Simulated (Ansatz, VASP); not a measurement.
**Sc: VASP beside Ansatz**

Contents of INCAR:

```
PREC = Accurate
ENCUT = 520
EDIFF = 1E-6
ISMEAR = 0
SIGMA = 0.15
LREAL = F
LASPH = T
NELM = 80
ALGO = Fast
ISIF = 2
LWAVE = F
LCHARG = F
GGA = PE
NBANDS = 18
```

KPOINTS

```
regular mesh
0
Gamma
  15 15 10
```

POSCAR

```
Sc
1.0
    3.3748000000      0.0000000000      0.0000000000
   -1.6874000000      2.9226625327      0.0000000000
    0.0000000000      0.0000000000      5.5756000000
Sc
2
Direct
    0.3333333333      0.6666666667      0.2500000000
    0.6666666667      0.3333333333      0.7500000000
```

Input for Ansatz:

```yaml
crystal:
  lattice:
    - [3.3748, 0.0, 0.0]
    - [-1.6874, 2.9226625327, 0.0]
    - [0.0, 0.0, 5.5756]
  atoms:
    - { symbol: Sc, position: [0.3333333333, 0.6666666667, 0.25] }
    - { symbol: Sc, position: [0.6666666667, 0.3333333333, 0.75] }
basis:
  ecutwfc: 520.0
kpoints:
  mp_grid: { grid: [15, 15, 10] }
hamiltonian:
  xc: pbe
  pseudopotentials: { kind: paw }
scf:
  occupations: { method: gaussian, width: 0.15 }
output:
  forces: true
  stress: true
  eigenvalues: true
```

Alike in both runs: task single point; functional PBE; k mesh 15 × 15 × 10; occupations gaussian, width 0.15 eV; no spin polarisation.

|  | VASP | Ansatz |
| --- | --- | --- |
| version | VASP 6.6.1 | Ansatz 0.2.0 |
| potentials or method | VASP PAW PBE potentials, release 64 (Sc_sv), cutoff 520 eV | scalar-relativistic, plane waves, PAW |
| valence electrons in the cell | 22 | 22 |

```tsv
	VASP	Ansatz	Ansatz less VASP
gap on the k mesh at the Fermi level (eV)	none	none	-
pressure (GPa)	-4.7	-4.7	-0.03
traceless stress, the component that is largest in VASP (GPa)	-2.07	-2.06	+0.001
```

A gap of «none» marks a metal or a gap that the smearing closes. The functional is the same, so the differences come from potentials, cutoffs and numerics.
